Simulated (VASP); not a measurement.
**Si3N4: electric field gradients with PBE**

Crystal: Si3N4.

```
Si N
1.0
     0.00000    3.83825    3.83825
     3.83825    0.00000    3.83825
     3.83825    3.83825    0.00000
Si N
6 8
Cartesian
  0.9596 0.9596 0.9596
  0.9596 2.8787 2.8787
  2.8787 2.8787 0.9596
  2.8787 0.9596 2.8787
  3.8382 3.8382 3.8382
  5.7574 5.7574 5.7574
  6.7724 6.7724 6.7724
  2.8233 4.8532 4.8532
  4.7424 4.7424 6.7724
  4.8532 2.8233 4.8532
  6.7724 4.7424 4.7424
  2.8233 2.8233 2.8233
  4.7424 6.7724 4.7424
  4.8532 4.8532 2.8233
```

- Program: VASP 6.6.1
- Task: electric field gradients
- Functional: PBE
- Potentials or basis: VASP PAW PBE potentials, release 64 (Si, N)
- Cutoff: 520 eV
- k mesh: 4 × 4 × 4
- Occupations: gaussian, width 0.01 eV
- Spin: no spin polarisation
- Dipole correction: no
- Further INCAR settings: ALGO = Normal; EDIFF = 1e-08; NBANDS = 45

- Pressure: 13.8 GPa
- Largest force: 0.008 eV/Å
- Band gap on the k mesh: 3.53 eV, direct

Forces on the atoms (eV/Å):
```
Si   0.000  0.000  0.000
Si   0.000  0.000  0.000
Si   0.000  0.000  0.000
Si   0.000  0.000  0.000
Si   0.000  0.000  0.000
Si   0.000  0.000  0.000
N   -0.004 -0.004 -0.004
N    0.004 -0.004 -0.004
N    0.004  0.004 -0.004
N   -0.004  0.004 -0.004
N   -0.004  0.004  0.004
N    0.004  0.004  0.004
N    0.004 -0.004  0.004
N   -0.004 -0.004  0.004
```

Levels at points of the mesh, in eV from the valence-band top:
| k point | band 30 | band 31 | band 32 | band 33 | band 34 | band 35 |
| --- | --- | --- | --- | --- | --- | --- |
| (0.00, 0.00, 0.00) | 0.00 | 0.00 | 0.00 | 3.53 | 3.53 | 3.53 |
| (0.50, 0.00, 0.00) | -0.46 | -0.35 | -0.35 | 5.14 | 5.92 | 5.92 |
| (0.50, 0.50, 0.00) | -1.12 | -0.45 | -0.45 | 6.87 | 6.87 | 7.18 |

Electric field gradients, principal values (V/Å²):
```csv
atom,least,middle,greatest (by size)
1 Si,0.497,0.497,-0.994
2 Si,0.497,0.497,-0.994
3 Si,0.497,0.497,-0.994
4 Si,0.497,0.497,-0.994
5 Si,0.000,0.000,0.000
6 Si,0.000,0.000,0.000
7 N,-13.200,-13.200,26.400
8 N,-13.199,-13.201,26.400
9 N,-13.199,-13.201,26.400
10 N,-13.199,-13.201,26.400
11 N,-13.199,-13.201,26.400
12 N,-13.200,-13.200,26.400
13 N,-13.199,-13.201,26.400
14 N,-13.199,-13.201,26.400
```

Wall time 49 s on 1 thread of Intel(R) Xeon(R) Platinum 8259CL CPU @ 2.50GHz (Skylake/Cascade Lake), with other jobs on the host, peak memory 0.23 GiB.

Caveat: without QUAD_EFG the Cq values of the log hold for a quadrupole moment of 1 mb, not for the nuclei. As with any semilocal functional, this PBE gap is likely too small.
